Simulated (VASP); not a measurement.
# Cr in VASP: further runs

Runs on Cr. Level: PBEsol. Tasks: single point.

Program: VASP 6.6.1. These are calculated values, not measurements. Logs are shortened: lines on timing, memory, paths and dates and some standing lists are left out, and cuts for length are marked.

### Step 1. The cell of the first run

The typed cell holds 2 atoms: a = 2.619 Å, b = 2.619 Å, c = 4.032 Å, α = 97.16°, β = 97.16°, γ = 128.05°.

### Step 2. Single point, PBEsol, collinear spin, ferromagnetic start (10.44 Å³/atom)

The input, INCAR:

```
SYSTEM = Cr
ALGO = Normal ; EDIFF = 1E-7
ENCUT = 520 ; GGA = PS
ISIF = 2 ; ISMEAR = -1
ISPIN = 2 ; LASPH = .TRUE.
LCHARG = .FALSE. ; LMAXMIX = 4
LORBIT = 11 ; LREAL = .FALSE.
LWAVE = .FALSE. ; MAGMOM = 1.5 1.5
NBANDS = 23 ; NELM = 150
PREC = Accurate ; SIGMA = 0.05
```

The input, KPOINTS:

```
k-points
0
G
  17 17 9
  0 0 0
```

The input, POSCAR:

```
Cr
1.0
   -1.6650877318      1.6649741662      1.1471280033
    1.6649741662     -1.6650877318      1.1471280033
    2.7329217386      2.7329217386     -1.1473359990
Cr
2
Direct
    0.9999662114      0.0000337886      0.0000000000
    0.7500337886      0.2499662114      0.5000000000
```

Potentials or basis: VASP PAW PBE potentials, release 64 (Cr_pv).

On the command line:

```sh
> cat potpaw_PBE.64/Cr_pv/POTCAR > POTCAR
> mpirun -np 1 vasp_std > vasp.out
```

OUTCAR:

```text
SYSTEM = Cr
   EDIFF = 1E-7
   ENCUT = 520
   GGA = PS
   ISIF = 2
   ISMEAR = -1
   ISPIN = 2
   LASPH = .TRUE.
   LORBIT = 11
   LREAL = .FALSE.
   NELM = 150
   PREC = Accurate

 ion  position               nearest neighbor table
   1  1.000  0.000  0.000-   2 2.33   2 2.33   2 2.33   2 2.33   2 2.84   2 2.84   2 2.84   2 2.84

   2  0.750  0.250  0.500-   1 2.33   1 2.33   1 2.33   1 2.33   1 2.84   1 2.84   1 2.84   1 2.84

  Warning from LATTYP: Got some problem with cell dimensions!
  Tried to take original basis but could not verify dimensions!
  LATTYP: Found a base centered monoclinic cell.
 ALAT       =     2.2942560122
 B/A-ratio  =     2.0526997312
 C/A-ratio  =     1.7571558366
 COS(beta)  =    -0.2844320372

  Lattice vectors:

 A1 = (   1.6650877318,  -1.6649741662,  -1.1471280033)
 A2 = (  -1.6649741662,   1.6650877318,  -1.1471280033)
 A3 = (   2.7328081730,   2.7328081730,   1.1469200076)

Analysis of symmetry for initial positions (statically):
=====================================================================
 Subroutine PRICEL returns:
 Original cell was already a primitive cell.

 Routine SETGRP: Setting up the symmetry group for a
 base centered monoclinic supercell.

 Subroutine GETGRP returns: Found  4 space group operations
 (whereof  2 operations were pure point group operations)
 out of a pool of  4 trial point group operations.

The static configuration has the point symmetry C_2 .
 The point group associated with its full space group is C_2h.

Analysis of symmetry for dynamics (positions and initial velocities):
=====================================================================
 Subroutine PRICEL returns:
 Original cell was already a primitive cell.

 Routine SETGRP: Setting up the symmetry group for a
 base centered monoclinic supercell.

 Subroutine GETGRP returns: Found  4 space group operations
 (whereof  2 operations were pure point group operations)
 out of a pool of  4 trial point group operations.

The dynamic configuration has the point symmetry C_2 .
 The point group associated with its full space group is C_2h.

Analysis of structural, dynamic, and magnetic symmetry:
=====================================================================
 Subroutine PRICEL returns:
 Original cell was already a primitive cell.

 Routine SETGRP: Setting up the symmetry group for a
 base centered monoclinic supercell.

 Subroutine GETGRP returns: Found  4 space group operations
[... 125 lines left out ...]
  volume/ion in A,a.u.               =      10.44        70.45
  Fermi-wavevector in a.u.,A,eV,Ry     =   1.714909  3.240708 40.013558  2.940914
  Thomas-Fermi vector in A             =   2.792380
   LORBIT       =     11    0 simple, 1 ext, 2 COOP (PROOUT), +10 PAW based schemes
   GGA     = PS    functional components
   LHFCALC =     F    Hartree Fock is set to
   AEXX    =    0.0000 exact exchange contribution
   IVDW    =     0    specifies the selected vdW correction
   LEPSILON=     F    determine dielectric tensor
   LRPA    =     F    only Hartree local field effects (RPA)
 spin polarized calculation
  energy-cutoff  :      520.00
  volume of cell :       20.88
 maximum number of plane-waves:       575
   NGX =  9   NGY =  9   NGZ = 15

 number of electron      24.0000006 magnetization       0.0001859

 number of electron      24.0000006 magnetization      -0.0000011

 Free energy of the ion-electron system (eV)
  ---------------------------------------------------
  ext. energy  EPLUGINS =         0.00000000
  ---------------------------------------------------
  free energy    TOTEN  =       -19.95630550 eV

  energy without entropy =      -19.94373885  energy(sigma->0) =      -19.95002218

 E-fermi :  12.1757     XC(G=0): -14.4160

 val. band max:       12.1709614590   @ k =  -0.3529  -0.4118   0.3333
 cond. band min:      12.1762754412   @ k =  -0.0588   0.0000   0.4444
 fundamental gap:      0.0053139822
 Fermi energy:        12.1756610016

 spin component 1

 k-point     1 :       0.0000    0.0000    0.0000
  band No.  band energies     occupation
      1     -31.3521      1.00000
      2     -30.4841      1.00000
      3     -30.1152      1.00000
      4     -29.9718      1.00000
      5     -29.9654      1.00000
      6     -29.8932      1.00000
[... 613 lines left out ...]
     22      28.8562      0.00000
     23      33.8838      0.00000

 [... further k-points ...]

 spin component 2

 k-point     1 :       0.0000    0.0000    0.0000
  band No.  band energies     occupation
      1     -31.3521      1.00000
      2     -30.4841      1.00000
      3     -30.1152      1.00000
      4     -29.9718      1.00000
      5     -29.9654      1.00000
      6     -29.8932      1.00000
[... 613 lines left out ...]
     22      28.8562      0.00000
     23      33.8838      0.00000

 [... further k-points ...]

------------------------ aborting loop because EDIFF is reached ----------------------------------------

  FORCE on cell =-STRESS in cart. coord.  units (eV):
  Direction    XX          YY          ZZ          XY          YZ          ZX
  --------------------------------------------------------------------------------------
  -------------------------------------------------------------------------------------
  Total        3.3819002      3.3819002      3.3677587      0.0690068      0.0014595      0.0014595
  in kB      259.5129356    259.5129356    258.4277829      5.2952973      0.1119948      0.1119981
  external PRESSURE =     259.1512180 kB  Pullay stress =       0.0000000 kB

 VOLUME and BASIS-vectors are now :
 -----------------------------------------------------------------------------
  energy-cutoff  :      520.00
  volume of cell :       20.88
      direct lattice vectors                 reciprocal lattice vectors
    -1.665087732  1.664974166  1.147128003    -0.058651682  0.241643037  0.435880206
     1.664974166 -1.665087732  1.147128003     0.241643037 -0.058651682  0.435880206
     2.732921739  2.732921739 -1.147335999     0.182958181  0.182958181  0.000018113

 POSITION                                       TOTAL-FORCE (eV/Angst)
 -----------------------------------------------------------------------------------
     -1.66498      1.66486      1.14713         0.000772     -0.000772     -0.000000
      0.53378      2.19903      0.57346        -0.000772      0.000772      0.000000
 -----------------------------------------------------------------------------------
    total drift:                                0.000000     -0.000000     -0.000000

  FREE ENERGIE OF THE ION-ELECTRON SYSTEM (eV)
  ---------------------------------------------------
  free  energy   TOTEN  =       -19.9563055002 eV

  energy  without entropy=      -19.9437388537  energy(sigma->0) =      -19.95002218

 total charge

# of ion       s       p       d       tot
------------------------------------------
    1        0.472   6.465   4.399  11.336
    2        0.472   6.465   4.399  11.336
--------------------------------------------------
tot          0.944  12.930   8.798  22.672

 magnetization (x)

# of ion       s       p       d       tot
------------------------------------------
    1        0.000  -0.000   0.000  -0.000
    2        0.000  -0.000   0.000  -0.000
--------------------------------------------------
tot          0.000  -0.000   0.000  -0.000
```

OSZICAR:

```text
N       E                     dE             d eps       ncg     rms          rms(c)
DAV:   1     0.240995232622E+03    0.24100E+03   -0.12675E+04 63924   0.128E+03
DAV:   2    -0.143395141806E+02   -0.25533E+03   -0.24539E+03 64750   0.383E+02
DAV:   3    -0.222404742133E+02   -0.79010E+01   -0.78418E+01 80465   0.799E+01
DAV:   4    -0.223034015462E+02   -0.62927E-01   -0.62895E-01 67602   0.726E+00
DAV:   5    -0.223041573124E+02   -0.75577E-03   -0.75576E-03 68558   0.749E-01    0.240E+01
DAV:   6    -0.199800023975E+02    0.23242E+01   -0.82159E+00 71330   0.341E+01    0.414E+00
DAV:   7    -0.199791083849E+02    0.89401E-03   -0.22348E-01 72233   0.418E+00    0.296E+00
DAV:   8    -0.199695702211E+02    0.95382E-02   -0.70610E-03 70532   0.837E-01    0.947E-01
DAV:   9    -0.199563772682E+02    0.13193E-01   -0.39468E-03 71197   0.669E-01    0.300E-01
DAV:  10    -0.199562812477E+02    0.96020E-04   -0.68885E-04 68817   0.247E-01    0.650E-02
DAV:  11    -0.199563086074E+02   -0.27360E-04   -0.36109E-05 69832   0.629E-02    0.239E-02
DAV:  12    -0.199563077026E+02    0.90478E-06   -0.35554E-06 73586   0.160E-02    0.862E-03
DAV:  13    -0.199563065788E+02    0.11238E-05   -0.56430E-07 69475   0.644E-03    0.350E-03
DAV:  14    -0.199563057276E+02    0.85118E-06   -0.10556E-07 48901   0.276E-03    0.913E-04
DAV:  15    -0.199563055453E+02    0.18230E-06   -0.12145E-08 34125   0.926E-04    0.223E-04
DAV:  16    -0.199563055002E+02    0.45062E-07   -0.11685E-09 33453   0.344E-04
   1 F= -.19956306E+02 E0= -.19950022E+02  d E =-.125666E-01  mag=     0.0000
```

stdout:

```text
POSCAR found type information on POSCAR Cr
 POSCAR found :  1 types and       2 ions
 scaLAPACK will be used
 -----------------------------------------------------------------------------
|                                                                             |
|                                                                             |
|     You enforced a specific xc type in the INCAR file but a different       |
|     I HOPE YOU KNOW WHAT YOU ARE DOING!                                     |
|                                                                             |
 -----------------------------------------------------------------------------

 LDA part: xc-table for (Slater+PW92), standard interpolation
 POSCAR, INCAR and KPOINTS ok, starting setup
 FFT: planning ... GRIDC
 FFT: planning ... GRID_SOFT
 FFT: planning ... GRID
 WAVECAR not read
 entering main loop
```

Wall time 15 min (1 thread of Oxide Virtual Turin-like, shared host); peak memory 0.47 GiB.

Results:

```yaml
Free_energy: -19.9563 eV
Pressure: 25.9 GPa
Band_gap_on_the_k_mesh: zero (filled and empty bands overlap)
Net_moment: 0.00 μB per cell
Valence_electrons_inside_the_program's_atomic_spheres: Cr 11.34
```

Levels at points of the mesh, in eV from the Fermi level:
Spin up:
```
           k point  band 8  band 9  band 10  band 11  band 12  band 13  band 14  band 15  band 16  band 17
(0.00, 0.00, 0.00)   -4.73   -2.01    -1.79    -0.90     0.45     0.81     0.83     1.76     1.80     1.80
```
Spin down:
```tsv
k point	band 9	band 10	band 11	band 12	band 13	band 14	band 15	band 16
(0.00, 0.00, 0.00)	-2.01	-1.79	-0.90	0.45	0.81	0.83	1.76	1.80
```

Caveat: the cell stands under pressure; an empty level that is flat over the whole mesh can mark a ghost state of the potentials, or a narrow d or f band; the PAW data sets were made with another functional, which shifts forces and pressure a little.

[end of part 1 of 2]
